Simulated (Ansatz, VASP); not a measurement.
**H in VASP and in Ansatz**

```xyz
10
Lattice="5.9646 -0.2290 -0.0316 -0.2442 5.4385 0.1954 -0.0221 0.1826 5.6383" Properties=species:S:1:pos:R:3 pbc="T T T"
H     3.2086    3.3924    4.6168
H     5.5497    1.9022    3.8902
H     3.6623    4.4908    2.2455
H     1.4280    1.5966    1.7862
H    -0.0639    4.3637    5.7081
H     0.1528    4.8082    5.1434
H     1.8736    1.1843    1.3456
H     2.5141    3.2547    4.8671
H     4.0788    4.8856    1.7606
H     5.1600    1.4235    3.4631
```

Alike in both runs: functional PBE; k mesh 3 × 3 × 3; occupations gaussian, width 0.1 eV; no spin polarisation.

Ansatz relaxed the structure, and its values are those at the end. VASP's run is a single point on that final structure, the one shown.

|  | VASP | Ansatz |
| --- | --- | --- |
| version | VASP 6.6.1 | Ansatz 0.2.0 |
| potentials or method | VASP PAW PBE potentials, release 64 (H), cutoff 520 eV | scalar-relativistic, plane waves, PAW |
| valence electrons in the cell | 10 | 10 |

|  | VASP | Ansatz | Ansatz less VASP |
| --- | --- | --- | --- |
| gap on the k mesh at the Fermi level (eV) | 9.18 | 9.18 | +0.001 |
| least direct gap on the mesh (eV) | 9.33 | 9.33 | +0.001 |
| rms of the force components (eV/Å) | 0.014 | 0.010 | -0.0036 |
